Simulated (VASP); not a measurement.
# TiO2 (Pbcn) in VASP: electric field gradients with r2SCAN

Aim: the electric field gradients of TiO2 with r2SCAN.

Program: VASP 6.6.1. These are calculated values, not measurements. Logs are shortened: lines on timing, memory, paths and dates and some standing lists are left out, and cuts for length are marked.

### Step 1. The cell of the first run

The structure is orthorhombic, space group Pbcn (No. 60). The conventional cell has a = 4.532 Å, b = 5.502 Å, c = 4.906 Å, α = 90.00°, β = 90.00°, γ = 90.00°. Ti (site symmetry 2) has 6 O at 1.87 to 2.09 Å within 2.5 Å. Within 3.0 Å of O (site symmetry 1) lie 3 Ti at 1.87 to 2.09 Å and 12 O at 2.58 to 2.96 Å.

### Step 2. Electric field gradients, r2SCAN

File POSCAR:

```
TiO2
1.0
    4.5318000000      0.0000000000      0.0000000000
    0.0000000000      5.5019000000      0.0000000000
    0.0000000000      0.0000000000      4.9063000000
Ti O
4 8
Direct
    0.0000000000      0.1758413173      0.2500000000
    0.5000000000      0.3241586827      0.7500000000
    0.0000000000      0.8241586827      0.7500000000
    0.5000000000      0.6758413173      0.2500000000
    0.2701523181      0.3823928269      0.4195101840
    0.2298476819      0.1176071731      0.9195101840
    0.7701523181      0.1176071731      0.5804898160
    0.7298476819      0.3823928269      0.0804898160
    0.7298476819      0.6176071731      0.5804898160
    0.7701523181      0.8823928269      0.0804898160
    0.2298476819      0.8823928269      0.4195101840
    0.2701523181      0.6176071731      0.9195101840
```

File INCAR.step1:

```
SYSTEM = TiO2
ALGO = Normal
EDIFF = 1E-4
ENCUT = 520
GGA = PE
ISMEAR = -1
LASPH = .True.
LCHARG = .False.
LREAL = .False.
LWAVE = .True.
NBANDS = 60
NELM = 100
PREC = Accurate
SIGMA = 0.02
```

File INCAR.step2:

```
SYSTEM = TiO2
ALGO = Normal
EDIFF = 1E-8
ENCUT = 520
ISIF = 2
ISMEAR = -1
ISTART = 1
LASPH = .True.
LCHARG = .False.
LEFG = .True.
LMIXTAU = .True.
LREAL = .False.
LWAVE = .False.
METAGGA = R2SCAN
NBANDS = 60
NELM = 100
PREC = Accurate
SIGMA = 0.02
```

File KPOINTS:

```
k-points
0
Gamma
  5 4 4
  0 0 0
```

Potentials or basis: VASP PAW PBE potentials, release 64 (Ti_sv, O).

Launch:

```sh
> cat potpaw_PBE.64/Ti_sv/POTCAR potpaw_PBE.64/O/POTCAR > POTCAR
> cp INCAR.step1 INCAR
> mpirun -np 1 vasp_std > vasp.out
> cp INCAR.step2 INCAR
> mpirun -np 1 vasp_std > vasp.out
```

OUTCAR:

```text
SYSTEM = TiO2
   EDIFF = 1E-8
   ENCUT = 520
   ISIF = 2
   ISMEAR = -1
   ISTART = 1
   LASPH = .True.
   LREAL = .False.
   METAGGA = R2SCAN
   NELM = 100
   PREC = Accurate

 ion  position               nearest neighbor table
   1  0.000  0.176  0.250-   5 1.87   8 1.87   7 1.95   6 1.95  10 2.09  11 2.09
   2  0.500  0.324  0.750-   6 1.87   7 1.87   5 1.95   8 1.95   9 2.09  12 2.09
   3  0.000  0.824  0.750-   9 1.87  12 1.87  11 1.95  10 1.95   6 2.09   7 2.09
   4  0.500  0.676  0.250-  10 1.87  11 1.87   9 1.95  12 1.95   5 2.09   8 2.09
   5  0.270  0.382  0.420-   1 1.87   2 1.95   4 2.09
   6  0.230  0.118  0.920-   2 1.87   1 1.95   3 2.09
   7  0.770  0.118  0.580-   2 1.87   1 1.95   3 2.09
   8  0.730  0.382  0.080-   1 1.87   2 1.95   4 2.09
   9  0.730  0.618  0.580-   3 1.87   4 1.95   2 2.09
  10  0.770  0.882  0.080-   4 1.87   3 1.95   1 2.09
  11  0.230  0.882  0.420-   4 1.87   3 1.95   1 2.09
  12  0.270  0.618  0.920-   3 1.87   4 1.95   2 2.09

  LATTYP: Found a simple orthorhombic cell.
 ALAT       =     4.5318000000
 B/A-ratio  =     1.0826382453
 C/A-ratio  =     1.2140650514

  Lattice vectors:

 A1 = (  -4.5318000000,   0.0000000000,   0.0000000000)
 A2 = (   0.0000000000,   0.0000000000,   4.9063000000)
 A3 = (   0.0000000000,   5.5019000000,   0.0000000000)

Analysis of symmetry for initial positions (statically):
=====================================================================
 Subroutine PRICEL returns:
 Original cell was already a primitive cell.

 Routine SETGRP: Setting up the symmetry group for a
 simple orthorhombic supercell.

 Subroutine GETGRP returns: Found  8 space group operations
 (whereof  2 operations were pure point group operations)
 out of a pool of  8 trial point group operations.

The static configuration has the point symmetry S_2 .
 The point group associated with its full space group is D_2h.

Analysis of symmetry for dynamics (positions and initial velocities):
=====================================================================
 Subroutine PRICEL returns:
 Original cell was already a primitive cell.

 Routine SETGRP: Setting up the symmetry group for a
[... 1708 lines left out ...]
  energy-cutoff  :      520.00
  volume of cell :      122.33
      direct lattice vectors                 reciprocal lattice vectors
     4.531800000  0.000000000  0.000000000     0.220662871  0.000000000  0.000000000
     0.000000000  5.501900000  0.000000000     0.000000000  0.181755394  0.000000000
     0.000000000  0.000000000  4.906300000     0.000000000  0.000000000  0.203819579

 POSITION                                       TOTAL-FORCE (eV/Angst)
 -----------------------------------------------------------------------------------
      0.00000      0.96746      1.22657         0.000000     -0.138736      0.000000
      2.26590      1.78349      3.67972        -0.000000      0.138736      0.000000
      0.00000      4.53444      3.67972        -0.000000      0.138736      0.000000
      2.26590      3.71841      1.22657         0.000000     -0.138736      0.000000
      1.22428      2.10389      2.05824         0.074062      0.060121      0.017247
      1.04162      0.64706      4.51139        -0.074062     -0.060121      0.017247
      3.49018      0.64706      2.84806         0.074062     -0.060121     -0.017247
      3.30752      2.10389      0.39491        -0.074062      0.060121     -0.017247
      3.30752      3.39801      2.84806        -0.074062     -0.060121     -0.017247
      3.49018      4.85484      0.39491         0.074062      0.060121     -0.017247
      1.04162      4.85484      2.05824        -0.074062      0.060121      0.017247
      1.22428      3.39801      4.51139         0.074062     -0.060121      0.017247
 -----------------------------------------------------------------------------------
    total drift:                                0.000000      0.000000     -0.000000

  FREE ENERGIE OF THE ION-ELECTRON SYSTEM (eV)
  ---------------------------------------------------
  free  energy   TOTEN  =      -139.6243471622 eV

  energy  without entropy=     -139.6243471622  energy(sigma->0) =     -139.62434716

 Electric field gradients (V/A^2)
---------------------------------------------------------------------
 ion       V_xx      V_yy      V_zz      V_xy      V_xz      V_yz
---------------------------------------------------------------------
   1     -14.750    26.890   -12.140    -0.000    -6.326    -0.000
   2     -14.750    26.890   -12.140     0.000     6.326     0.000
   3     -14.750    26.890   -12.140    -0.000    -6.326     0.000
   4     -14.750    26.890   -12.140    -0.000     6.326    -0.000
   5      -5.610     0.093     5.517    22.715     9.657    -3.740
   6      -5.610     0.093     5.517    22.715    -9.657     3.740
   7      -5.610     0.093     5.517   -22.715    -9.657    -3.740
   8      -5.610     0.093     5.517   -22.715     9.657     3.740
   9      -5.610     0.093     5.517    22.715     9.657    -3.740
  10      -5.610     0.093     5.517    22.715    -9.657     3.740
  11      -5.610     0.093     5.517   -22.715    -9.657    -3.740
  12      -5.610     0.093     5.517   -22.715     9.657     3.740
---------------------------------------------------------------------

 Electric field gradients after diagonalization (V/A^2)
 (convention: |V_zz| > |V_xx| > |V_yy|)
----------------------------------------------------------------------
 ion       V_xx      V_yy      V_zz     asymmetry (V_yy - V_xx)/ V_zz
----------------------------------------------------------------------
   1     -19.904    -6.985    26.890       0.480
   2     -19.904    -6.985    26.890       0.480
   3     -19.904    -6.985    26.890       0.480
   4     -19.904    -6.985    26.890       0.480
   5      21.083     7.369   -28.452       0.482
   6      21.083     7.369   -28.452       0.482
   7      21.083     7.369   -28.452       0.482
   8      21.083     7.369   -28.452       0.482
   9      21.083     7.369   -28.452       0.482
  10      21.083     7.369   -28.452       0.482
  11      21.083     7.369   -28.452       0.482
  12      21.083     7.369   -28.452       0.482
----------------------------------------------------------------------

           NMR quadrupolar parameters

 Cq : quadrupolar parameter    Cq=e*Q*V_zz/h
 eta: asymmetry parameters     (V_yy - V_xx)/ V_zz
 Q  : nuclear electric quadrupole moment in mb (millibarn)
----------------------------------------------------------------------
 ion       Cq(MHz)       eta       Q (mb)
----------------------------------------------------------------------
   1       0.065       0.480       1.000
   2       0.065       0.480       1.000
   3       0.065       0.480       1.000
   4       0.065       0.480       1.000
   5      -0.069       0.482       1.000
   6      -0.069       0.482       1.000
   7      -0.069       0.482       1.000
   8      -0.069       0.482       1.000
   9      -0.069       0.482       1.000
  10      -0.069       0.482       1.000
  11      -0.069       0.482       1.000
  12      -0.069       0.482       1.000
----------------------------------------------------------------------
```

OSZICAR.step1:

```text
N       E                     dE             d eps       ncg     rms          rms(c)
DAV:   1     0.152245005271E+04    0.15225E+04   -0.47580E+04  3248   0.192E+03
DAV:   2     0.180345880267E+03   -0.13421E+04   -0.12715E+04  3264   0.597E+02
DAV:   3    -0.118920374406E+03   -0.29927E+03   -0.28987E+03  4108   0.244E+02
DAV:   4    -0.140734367184E+03   -0.21814E+02   -0.21755E+02  4720   0.717E+01
DAV:   5    -0.141982229386E+03   -0.12479E+01   -0.12473E+01  4956   0.141E+01    0.450E+01
DAV:   6    -0.108255643981E+03    0.33727E+02   -0.20570E+02  4492   0.989E+01    0.173E+01
DAV:   7    -0.107753254170E+03    0.50239E+00   -0.32279E+01  4296   0.332E+01    0.115E+01
DAV:   8    -0.107758063006E+03   -0.48088E-02   -0.80739E+00  4168   0.201E+01    0.636E+00
DAV:   9    -0.107314543998E+03    0.44352E+00   -0.27652E+00  4200   0.112E+01    0.143E+00
DAV:  10    -0.107340110918E+03   -0.25567E-01   -0.19959E-01  3868   0.251E+00    0.669E-01
DAV:  11    -0.107331779496E+03    0.83314E-02   -0.34021E-02  3968   0.970E-01    0.120E-01
DAV:  12    -0.107332168131E+03   -0.38864E-03   -0.20976E-03  3656   0.302E-01    0.165E-01
DAV:  13    -0.107331865220E+03    0.30291E-03   -0.95480E-04  3328   0.189E-01    0.309E-02
DAV:  14    -0.107331864649E+03    0.57133E-06   -0.78468E-05  1808   0.619E-02
   1 F= -.10733186E+03 E0= -.10733186E+03  d E =-.330636E-11
```

Run time: 14 min. Hardware: 1 thread of AMD EPYC 7R13 (Zen 3), shared host; peak memory 0.29 GiB.

What came out:

```
Free energy                             : -139.6243 eV
Pressure                                : 1.8 GPa
Largest force                           : 0.139 eV/Å
Band gap on the k mesh                  : 3.06 eV (least direct gap 3.10 eV)
Largest electric field gradient by atom : Ti +26.9; O -28.5 V/Å²
```

Forces in eV/Å, atoms in the order of the input:
```
Ti   0.000 -0.139  0.000
Ti   0.000  0.139  0.000
Ti   0.000  0.139  0.000
Ti   0.000 -0.139  0.000
O    0.074  0.060  0.017
O   -0.074 -0.060  0.017
O    0.074 -0.060 -0.017
O   -0.074  0.060 -0.017
O   -0.074 -0.060 -0.017
O    0.074  0.060 -0.017
O   -0.074  0.060  0.017
O    0.074 -0.060  0.017
```

Electric field gradients, principal values (V/Å²):
```csv
atom,least,middle,greatest (by size)
1 Ti,-6.985,-19.904,26.890
2 Ti,-6.985,-19.904,26.890
3 Ti,-6.985,-19.904,26.890
4 Ti,-6.985,-19.904,26.890
5 O,7.369,21.083,-28.452
6 O,7.369,21.083,-28.452
7 O,7.369,21.083,-28.452
8 O,7.369,21.083,-28.452
9 O,7.369,21.083,-28.452
10 O,7.369,21.083,-28.452
11 O,7.369,21.083,-28.452
12 O,7.369,21.083,-28.452
```

Caveat: without QUAD_EFG the Cq values of the log hold for a quadrupole moment of 1 mb, not for the nuclei; the PAW data sets were made with another functional, which shifts forces and pressure a little.
